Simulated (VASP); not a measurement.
Here is a VASP 6.6.1 calculation.

The input INCAR:

```
PREC = Accurate
ENCUT = 400
EDIFF = 1E-8
ISMEAR = -1
SIGMA = 0.05
LREAL = F
LASPH = T
NELM = 120
ALGO = Normal
ISIF = 2
LWAVE = F
LCHARG = F
GGA = PS
LEFG = T
NBANDS = 18
GGA_COMPAT = F
```

File KPOINTS:

```
Automatic mesh
0
Gamma
  12 12 12
```

The input POSCAR:

```
ScPd
1.0
    3.3262023227      0.0000000000      0.0000000000
    0.0000000000      3.3262023227      0.0000000000
    0.0000000000      0.0000000000      3.3262023227
Sc Pd
1 1
Direct
    0.5000000000      0.5000000000      0.5000000000
    0.0000000000      0.0000000000      0.0000000000
```

Potentials or basis: VASP PAW PBE potentials, release 64 (Sc_sv, Pd).

Run with:

```sh
$ cat potpaw_PBE.64/Sc_sv/POTCAR potpaw_PBE.64/Pd/POTCAR > POTCAR
$ mpirun -np 1 vasp_std > vasp.out
```

**Question.** What does it give for the pressure?

**Answer.** -5.9 GPa.

Caveat: without QUAD_EFG the Cq values of the log hold for a quadrupole moment of 1 mb, not for the nuclei; the PAW data sets were made with another functional, which shifts forces and pressure a little.
